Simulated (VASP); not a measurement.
# Ga2SnO3 (R-3m) in VASP: a series of runs

Ga2SnO3 is run at these levels: PBE; tasks: single point, relaxation of cell and atoms.

All numbers are computed with VASP 6.6.1; they aren't measurements. Logs are shortened: lines on timing, memory, paths and dates and some standing lists are left out, and cuts for length are marked.

## 1. The cell of the first run

Symmetry: R-3m, No. 166, trigonal system. The conventional cell has a = 5.250 Å, b = 5.250 Å, c = 12.608 Å, α = 90.00°, β = 90.00°, γ = 120.00°. Within 4.0 Å of Ga (site symmetry 3m) lie 9 O at 3.04 to 3.06 Å and 3 Sn at 3.08 Å and 4 Ga at 3.14 to 3.21 Å. Within 3.4 Å of Sn (site symmetry -3m) lie 6 O at 2.59 Å and 6 Ga at 3.08 Å. Within 3.4 Å of O (site symmetry 2/m) lie 2 Sn at 2.59 Å and 4 O at 2.63 Å and 6 Ga at 3.04 to 3.06 Å.

## 2. Single point, PBE

INCAR reads:

```
SYSTEM = Ga2SnO3
PREC = Accurate
ENCUT = 520
EDIFF = 1E-6
ISMEAR = 0
SIGMA = 0.1
LREAL = .FALSE.
LASPH = .TRUE.
NELM = 80
ALGO = Normal
ISIF = 2
LWAVE = .FALSE.
LCHARG = .TRUE.
GGA = PE
LELF = .TRUE.
LVHAR = .TRUE.
NBANDS = 38
```

KPOINTS reads:

```
Automatic mesh
0
G
  6 6 6
  0 0 0
```

POSCAR reads:

```
Ga2SnO3
1.0
    2.6252271400      1.5156755900      4.2026333500
   -2.6252271400      1.5156755900      4.2026333500
    0.0000000000     -3.0313511900      4.2026333500
Ga Sn O
2 1 3
Direct
    0.6245104100      0.6245104100      0.6245104100
    0.3754895900      0.3754895900      0.3754895900
    0.0000000000      0.0000000000      0.0000000000
    0.0000000000      0.5000000000      0.0000000000
    0.5000000000      0.0000000000      0.0000000000
    0.0000000000      0.0000000000      0.5000000000
```

Potentials or basis: VASP PAW PBE potentials, release 64 (Ga_d, Sn_d, O).

Started as:

```
> cat potpaw_PBE.64/Ga_d/POTCAR potpaw_PBE.64/Sn_d/POTCAR potpaw_PBE.64/O/POTCAR > POTCAR
> mpirun -np 1 vasp_std > vasp.out
```

OUTCAR:

```text
SYSTEM = Ga2SnO3
   PREC = Accurate
   ENCUT = 520
   EDIFF = 1E-6
   ISMEAR = 0
   LREAL = .FALSE.
   LASPH = .TRUE.
   NELM = 80
   ISIF = 2
   GGA = PE

 ion  position               nearest neighbor table
   1  0.625  0.625  0.625-   3 3.08   3 3.08   3 3.08
   2  0.375  0.375  0.375-   3 3.08   3 3.08   3 3.08
   3  0.000  0.000  0.000-   4 2.59   5 2.59   4 2.59   5 2.59   6 2.59   6 2.59   2 3.08   1 3.08
                             2 3.08   1 3.08   2 3.08   1 3.08
   4  0.000  0.500  0.000-   3 2.59   3 2.59
   5  0.500  0.000  0.000-   3 2.59   3 2.59
   6  0.000  0.000  0.500-   3 2.59   3 2.59

  LATTYP: Found a trigonal (rhomboedric) cell.
 ALAT       =     5.1818160046
 COS(alpha) =     0.4866662834

  Lattice vectors:

 A1 = (   2.6252271400,   1.5156755900,   4.2026333500)
 A2 = (  -2.6252271400,   1.5156755900,   4.2026333500)
 A3 = (   0.0000000000,  -3.0313511900,   4.2026333500)

Analysis of symmetry for initial positions (statically):
=====================================================================
 Subroutine PRICEL returns:
 Original cell was already a primitive cell.

 Routine SETGRP: Setting up the symmetry group for a
 trigonal (rhombohedral) supercell.

 Subroutine GETGRP returns: Found 12 space group operations
 (whereof 12 operations were pure point group operations)
 out of a pool of 12 trial point group operations.

The static configuration has the point symmetry D_3d.

Analysis of symmetry for dynamics (positions and initial velocities):
=====================================================================
 Subroutine PRICEL returns:
 Original cell was already a primitive cell.

 Routine SETGRP: Setting up the symmetry group for a
 trigonal (rhombohedral) supercell.

 Subroutine GETGRP returns: Found 12 space group operations
 (whereof 12 operations were pure point group operations)
 out of a pool of 12 trial point group operations.

The dynamic configuration has the point symmetry D_3d.

 Subroutine INISYM returns: Found 12 space group operations
 (whereof 12 operations are pure point group operations),
 and found     1 'primitive' translations

----------------------------------------------------------------------------------------

                                     Primitive cell

  volume of cell :     100.3335

  direct lattice vectors                    reciprocal lattice vectors
     2.625227140  1.515675590  4.202633350     0.190459710  0.109961965  0.079315350
    -2.625227140  1.515675590  4.202633350    -0.190459710  0.109961965  0.079315350
     0.000000000 -3.031351190  4.202633350     0.000000000 -0.219923930  0.079315349

  length of vectors
     5.181816005  5.181816005  5.181816005     0.233789349  0.233789349  0.233789349

  position of ions in fractional coordinates (direct lattice)
     0.624510410  0.624510410  0.624510410
     0.375489590  0.375489590  0.375489590
     0.000000000  0.000000000  0.000000000
     0.000000000  0.500000000  0.000000000
     0.500000000  0.000000000  0.000000000
     0.000000000  0.000000000  0.500000000

  ion indices of the primitive-cell ions
   primitive index   ion index
                 1           1
                 2           2
                 3           3
                 4           4
                 5           5
                 6           6

----------------------------------------------------------------------------------------

 KPOINTS: Automatic mesh

Automatic generation of k-mesh.
 Grid dimensions read from file:
 generate k-points for:    6    6    6

 Generating k-lattice:

  Cartesian coordinates                     Fractional coordinates (reciprocal lattice)
     0.031743285  0.018326994  0.013219225     0.166666667  0.000000000  0.000000000
    -0.031743285  0.018326994  0.013219225     0.000000000  0.166666667  0.000000000
     0.000000000 -0.036653988  0.013219225     0.000000000  0.000000000  0.166666667

  Length of vectors
     0.038964891  0.038964891  0.038964892

  Shift w.r.t. Gamma in fractional coordinates (k-lattice)
     0.000000000  0.000000000  0.000000000

 Subroutine IBZKPT returns following result:
 ===========================================

 Found     32 irreducible k-points:

 Following reciprocal coordinates:
            Coordinates               Weight
  0.000000  0.000000  0.000000      1.000000
  0.166667  0.000000 -0.000000      6.000000
  0.333333 -0.000000 -0.000000      6.000000
  0.500000 -0.000000  0.000000      3.000000
  0.166667  0.166667 -0.000000      6.000000
  0.333333  0.166667 -0.000000     12.000000
[... 16 lines left out ...]
  0.500000  0.500000  0.166667      6.000000
 -0.333333  0.500000  0.166667     12.000000
 [... further k-points ...]
   k-points           NKPTS =     32   k-points in BZ     NKDIM =     32   number of bands    NBANDS=     38
   number of dos      NEDOS =    301   number of ions     NIONS =      6
   total plane-waves  NPLWV =  64000
   dimension x,y,z NGX =    40 NGY =   40 NGZ =   40
   dimension x,y,z NGXF=    80 NGYF=   80 NGZF=   80
   ions per type =               2   1   3
   NGX,Y,Z   is equivalent  to a cutoff of  12.83, 12.83, 12.83 a.u.
   NGXF,Y,Z  is equivalent  to a cutoff of  25.67, 25.67, 25.67 a.u.
 SYSTEM =  Ga2SnO3
   PREC   = accura    normal or accurate (medium, high low for compatibility)
   ISTART =      0    job   : 0-new  1-cont  2-samecut
   ICHARG =      2    charge: 1-file 2-atom 10-const
   ISPIN  =      1    spin polarized calculation?
   LNONCOLLINEAR =      F non collinear calculations
   LSORBIT =      F    spin-orbit coupling
   LASPH  =      T    aspherical Exc in radial PAW
   ENCUT  =  520.0 eV  38.22 Ry    6.18 a.u.   9.63  9.63  9.63*2*pi/ulx,y,z
   NELM   =     80;   NELMIN=  2; NELMDL= -5     # of ELM steps
   EDIFF  = 0.1E-05   stopping-criterion for ELM
   LREAL  =      F    real-space projection
[... 7 lines left out ...]
   TEBEG  =    0.0;   TEEND  =   0.0 temperature during run
   PSTRESS=    0.0 pullay stress
   NELECT =      58.0000    total number of electrons
   NUPDOWN=      -1.0000    fix difference up-down
   EMIN   =  10.00;   EMAX   =-10.00  energy-range for DOS
   EFERMI =   0.00;   METHOD = LEGACY
   ISMEAR =     0;   SIGMA  =   0.10  broadening in eV -4-tet -1-fermi 0-gaus
   EFERMI_NEDOS =   21; number of points for ismear=-14 and -15
   IALGO  =     38    algorithm
   IMIX   =      4    mixing-type and parameters
     AMIX     =   0.40;   BMIX     =  1.00
     AMIX_MAG =   1.60;   BMIX_MAG =  1.00
  volume/ion in A,a.u.               =      16.72       112.85
  Fermi-wavevector in a.u.,A,eV,Ry     =   1.363752  2.577118 25.304396  1.859821
  Thomas-Fermi vector in A             =   2.490128
   LORBIT       =      0    0 simple, 1 ext, 2 COOP (PROOUT), +10 PAW based schemes
   GGA     = PE    functional components
   LHFCALC =     F    Hartree Fock is set to
   AEXX    =    0.0000 exact exchange contribution
   IVDW    =     0    specifies the selected vdW correction
   LEPSILON=     F    determine dielectric tensor
   LRPA    =     F    only Hartree local field effects (RPA)
 non-spin polarized calculation
 Gauss-broadening in eV      SIGMA  =   0.10
  energy-cutoff  :      520.00
  volume of cell :      100.33
 maximum number of plane-waves:      2722
 NGX is ok and might be reduce to    40
   NGX = 19   NGY = 19   NGZ = 19

 number of electron      58.0000012 magnetization

 Free energy of the ion-electron system (eV)
  ---------------------------------------------------
  ext. energy  EPLUGINS =         0.00000000
  ---------------------------------------------------
  free energy    TOTEN  =       -22.74356030 eV

  energy without entropy =      -22.71112642  energy(sigma->0) =      -22.72734336

 E-fermi :   3.6149     XC(G=0): -10.3177

 val. band max:        3.6139094032   @ k =   0.1667   0.0000  -0.0000
 cond. band min:       3.6155123826   @ k =   0.3333   0.1667   0.1667
 fundamental gap:      0.0016029794
 Fermi energy:         3.6149269904

 k-point     1 :       0.0000    0.0000    0.0000
  band No.  band energies     occupation
      1     -17.5688      2.00000
      2     -17.5688      2.00000
      3     -17.4496      2.00000
      4     -17.4496      2.00000
      5     -17.4239      2.00000
      6     -13.4399      2.00000
[... 30 lines left out ...]
     37      12.1631      0.00000
     38      12.4018      0.00000

 k-point     2 :       0.1667    0.0000   -0.0000
  band No.  band energies     occupation
      1     -17.5688      2.00000
      2     -17.5685      2.00000
      3     -17.4498      2.00000
      4     -17.4469      2.00000
      5     -17.4223      2.00000
      6     -13.3712      2.00000
[... 30 lines left out ...]
     37      11.5425      0.00000
     38      11.8513      0.00000

 k-point     3 :       0.3333   -0.0000   -0.0000
  band No.  band energies     occupation
      1     -17.5687      2.00000
      2     -17.5679      2.00000
      3     -17.4502      2.00000
      4     -17.4427      2.00000
      5     -17.4179      2.00000
      6     -13.1855      2.00000
[... 30 lines left out ...]
     37      10.5164      0.00000
     38      11.0221      0.00000

 k-point     4 :       0.5000   -0.0000    0.0000
  band No.  band energies     occupation
      1     -17.5687      2.00000
      2     -17.5676      2.00000
      3     -17.4504      2.00000
      4     -17.4412      2.00000
      5     -17.4151      2.00000
      6     -13.0201      2.00000
[... 30 lines left out ...]
     37       9.9837      0.00000
     38      10.3397      0.00000
[... 703 lines left out ...]
      4     -17.4397      2.00000
      5     -17.4166      2.00000
      6     -13.0417      2.00000
[... 30 lines left out ...]
     37       9.8820      0.00000
     38      11.0509      0.00000

 k-point    23 :       0.5000    0.5000    0.1667
  band No.  band energies     occupation
      1     -17.5689      2.00000
      2     -17.5662      2.00000
      3     -17.4430      2.00000
      4     -17.4300      2.00000
      5     -17.4123      2.00000
      6     -13.1190      2.00000
[... 30 lines left out ...]
     37       9.8836      0.00000
     38      11.0759      0.00000

 k-point    24 :      -0.3333    0.5000    0.1667
  band No.  band energies     occupation
      1     -17.5688      2.00000
      2     -17.5664      2.00000
      3     -17.4437      2.00000
      4     -17.4329      2.00000
      5     -17.4132      2.00000
      6     -12.9820      2.00000
[... 30 lines left out ...]
     37      10.2182      0.00000
     38      10.4496      0.00000

 [... further k-points ...]
[... 5 lines left out ...]
  --------------------------------------------------------------------------------------
  -------------------------------------------------------------------------------------
  Total       -0.7655312     -0.7655312    -12.5218466      0.0000000      0.0000000      0.0000000
  in kB      -12.2244015    -12.2244015   -199.9553677      0.0000000      0.0000002      0.0000000
  external PRESSURE =     -74.8013902 kB  Pullay stress =       0.0000000 kB

 VOLUME and BASIS-vectors are now :
 -----------------------------------------------------------------------------
  energy-cutoff  :      520.00
  volume of cell :      100.33
      direct lattice vectors                 reciprocal lattice vectors
     2.625227140  1.515675590  4.202633350     0.190459710  0.109961965  0.079315350
    -2.625227140  1.515675590  4.202633350    -0.190459710  0.109961965  0.079315350
     0.000000000 -3.031351190  4.202633350     0.000000000 -0.219923930  0.079315349

 POSITION                                       TOTAL-FORCE (eV/Angst)
 -----------------------------------------------------------------------------------
      0.00000     -0.00000      7.87376        -0.000000      0.000000     -0.383723
      0.00000     -0.00000      4.73414        -0.000000     -0.000000      0.383723
      0.00000      0.00000      0.00000        -0.000000     -0.000000     -0.000000
     -1.31261      0.75784      2.10132         0.000000     -0.000000     -0.000000
      1.31261      0.75784      2.10132        -0.000000     -0.000000     -0.000000
      0.00000     -1.51568      2.10132         0.000000     -0.000000     -0.000000
 -----------------------------------------------------------------------------------
    total drift:                               -0.000000      0.000000     -0.000000

  FREE ENERGIE OF THE ION-ELECTRON SYSTEM (eV)
  ---------------------------------------------------
  free  energy   TOTEN  =       -22.7435602954 eV

  energy  without entropy=      -22.7111264184  energy(sigma->0) =      -22.72734336
```

It took 66 s on 1 thread of Intel Xeon 6975P-C (Granite Rapids), shared host; peak memory 0.3 GiB.

Results:

```
Free energy            : -22.7436 eV
Pressure               : -7.5 GPa
Largest force          : 0.384 eV/Å
Band gap on the k mesh : zero (band 29 reaches 3.92 eV, above the bottom of band 30 at 3.42 eV)
```

Forces on the atoms (eV/Å):
```
Ga   0.000  0.000 -0.384
Ga   0.000  0.000  0.384
Sn   0.000  0.000  0.000
O    0.000  0.000  0.000
O    0.000  0.000  0.000
O    0.000  0.000  0.000
```

Stress tensor (GPa, compression positive):
```
 -1.22   0.00   0.00
  0.00  -1.22   0.00
  0.00   0.00 -20.00
```

Levels at points of the mesh, in eV from the Fermi level:
```csv
k point,band 26,band 27,band 28,band 29,band 30,band 31,band 32,band 33
"(0.00, 0.00, 0.00)",-2.10,-1.51,-0.03,0.24,0.24,1.10,1.10,2.19
"(0.50, 0.00, 0.00)",-1.42,-1.17,-0.82,-0.80,0.21,1.15,2.09,3.73
"(0.50, 0.50, 0.00)",-1.10,-0.88,-0.86,-0.12,0.17,0.25,2.91,2.98
"(0.50, 0.50, 0.50)",-1.05,-0.01,0.30,0.30,0.31,0.31,0.73,2.40
```

Caveat: spin-orbit coupling is left out, which moves the levels of the heavy elements.

(Continued in part 2 of 2.)
